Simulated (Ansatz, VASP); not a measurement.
## ScAs2 in VASP and in Ansatz

```xyz
3
Lattice="-2.6541 2.6541 2.6542 2.6541 -2.6541 2.6542 2.6541 2.6541 -2.6542" Properties=species:S:1:pos:R:3 pbc="T T T"
Sc    0.0000    0.0000    0.0000
As    2.6541    0.0000    0.0823
As    2.6541    0.0000    2.5718
```

Alike in both runs: functional PBE; k mesh 6 × 6 × 6; occupations gaussian, width 0.1 eV; no spin polarisation.

Ansatz relaxed the structure, and its values are those at the end. VASP's run is a single point on that final structure, the one shown.

|  | VASP | Ansatz |
| --- | --- | --- |
| version | VASP 6.6.1 | Ansatz 0.2.0 |
| potentials or method | VASP PAW PBE potentials, release 64 (Sc_sv, As), cutoff 520 eV | scalar-relativistic, plane waves, PAW |
| valence electrons in the cell | 21 | 41 |

Ansatz gave:

* gap on the k mesh at the Fermi level (eV): none
* pressure (GPa): 0.0
* rms of the force components (eV/Å): 0.001

Question: Which values does VASP return?

Answer: gap on the k mesh at the Fermi level (eV): none; pressure (GPa): 0.2; rms of the force components (eV/Å): 0.014.

A gap of «none» marks a metal or a gap that the smearing closes. The functional is the same, so the differences come from potentials, cutoffs and numerics. VASP's potentials hold 21 valence electrons a cell and Ansatz's 41, so a difference there can come from the potentials and not from the codes.
